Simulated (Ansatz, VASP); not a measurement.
**Co: VASP beside Ansatz**

The input INCAR:

```
PREC = Accurate
ENCUT = 520
EDIFF = 1E-6
ISMEAR = -1
SIGMA = 0.05
LREAL = False
LASPH = True
NELM = 150
ALGO = Normal
ISIF = 2
LWAVE = False
LCHARG = False
ISPIN = 2
MAGMOM = 1.653 1.653 1.672 1.672
LORBIT = 11
LMAXMIX = 4
GGA = PS
NBANDS = 30
```

KPOINTS

```
regular mesh
0
Gamma
  16 16 5
```

POSCAR

```
Co
1.0
    2.5186463787      0.0000000000      0.0000000000
   -1.2593231894      2.1812117471      0.0000000000
    0.0000000000      0.0000000000      8.1617516017
Co
4
Direct
    0.0000000000      0.0000000000      1.0000000000
    0.0000000000      0.0000000000      0.5000000000
    0.3333333333      0.6666666667      0.2500000000
    0.6666666667      0.3333333333      0.7500000000
```

Input for Ansatz:

```yaml
crystal:
  lattice:
    - [2.5186463787, 0.0, 0.0]
    - [-1.2593231894, 2.1812117471, 0.0]
    - [0.0, 0.0, 8.1617516017]
  atoms:
    - { symbol: Co, position: [0.0, 0.0, 1.0], spin: 1.653 }
    - { symbol: Co, position: [0.0, 0.0, 0.5], spin: 1.653 }
    - { symbol: Co, position: [0.3333333333, 0.6666666667, 0.25], spin: 1.672 }
    - { symbol: Co, position: [0.6666666667, 0.3333333333, 0.75], spin: 1.672 }
hamiltonian:
  xc: pbesol
  pseudopotentials:
    kind: paw
    azcp:
      Co: "pseudopotentials/Co.paw.azcp"
basis:
  ecutwfc: 420
  fft_grid_basis: typed
kpoints:
  mp_grid: { grid: [16, 16, 5], shift: [0, 0, 0] }
magnetization:
  spin_polarized: true
scf:
  occupations: { method: fermi_dirac, width: 0.05 }
  lower_state_search: "off"
output:
  stress: true
```

Alike in both runs: task single point; functional PBEsol; k mesh 16 × 16 × 5; occupations fermi-dirac, width 0.05 eV; collinear spin.

|  | VASP | Ansatz |
| --- | --- | --- |
| version | VASP 6.6.1 | Ansatz 0.2.0 |
| potentials or method | VASP PAW PBE potentials, release 64 (Co), cutoff 520 eV | plane waves (420 eV) with PAW, scalar-relativistic |
| valence electrons in the cell | 36 | 68 |

VASP gave:

```
pressure (GPa)                                                : -15.9
traceless stress, the component that is largest in VASP (GPa) : -0.07
net moment per atom (μB)                                      : 1.64
size of the moment on the site where the two differ most (μB) : 1.67
```

Which values does Ansatz return?

Pressure (GPa): -15.4; traceless stress, the component that is largest in VASP (GPa): -0.09; net moment per atom (μB): 1.65; size of the moment on the site where the two differ most (μB): 1.73.

VASP's potentials were made for PBE, not for PBEsol, and Ansatz warns of the same on its side. Site moments also hang on the region over which each program counts them. With one functional, cell and mesh, what is left measures potentials, basis and numerics. VASP's potentials hold 36 valence electrons a cell and Ansatz's 68, so a difference there can come from the potentials and not from the codes.
